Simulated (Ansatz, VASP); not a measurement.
**SnSe: VASP beside Ansatz**

```
Sn Se
1.0
    11.34335    0.00000    0.00000
     0.00000    4.16188    0.00000
     0.00000    0.00000    4.43007
Sn Se
4 4
Direct
  0.87700 0.75000 0.90900
  0.62300 0.25000 0.40900
  0.37700 0.75000 0.59100
  0.12300 0.25000 0.09100
  0.64300 0.75000 0.98400
  0.85700 0.25000 0.48400
  0.14300 0.75000 0.51600
  0.35700 0.25000 0.01600
```

Alike in both runs: task single point; functional revPBE; dispersion D3(BJ); k mesh 3 × 6 × 6; occupations fermi-dirac, width 0.05 eV; no spin polarisation.

```csv
,VASP,Ansatz
version,VASP 6.6.1,Ansatz 0.2.0
potentials or method,"VASP PAW PBE potentials, release 64 (Sn_d, Se)",Ansatz PAW
plane-wave cutoff (eV),520,420
valence electrons in the cell,80,120
```

Ansatz gave:

- gap on the k mesh at the Fermi level (eV): 0.56
- least direct gap on the mesh (eV): 0.73
- pressure (GPa): 0.5
- traceless stress, the component that is largest in VASP (GPa): 2.03
- rms of the force components (eV/Å): 0.238

Task: What did VASP give for the same quantities?

Result: gap on the k mesh at the Fermi level (eV): 0.56; least direct gap on the mesh (eV): 0.72; pressure (GPa): 0.5; traceless stress, the component that is largest in VASP (GPa): 2.06; rms of the force components (eV/Å): 0.246.

VASP's potentials were made for PBE, not for revPBE. Atom by atom the forces differ by 0.010 eV/Å (rms over components). VASP's potentials hold 80 valence electrons a cell and Ansatz's 120, so a difference there can come from the potentials and not from the codes.

Noted on Ansatz's run: odd divisions of the mesh miss points on the zone boundary, where band edges often lie, so the gap on the mesh can be too wide.
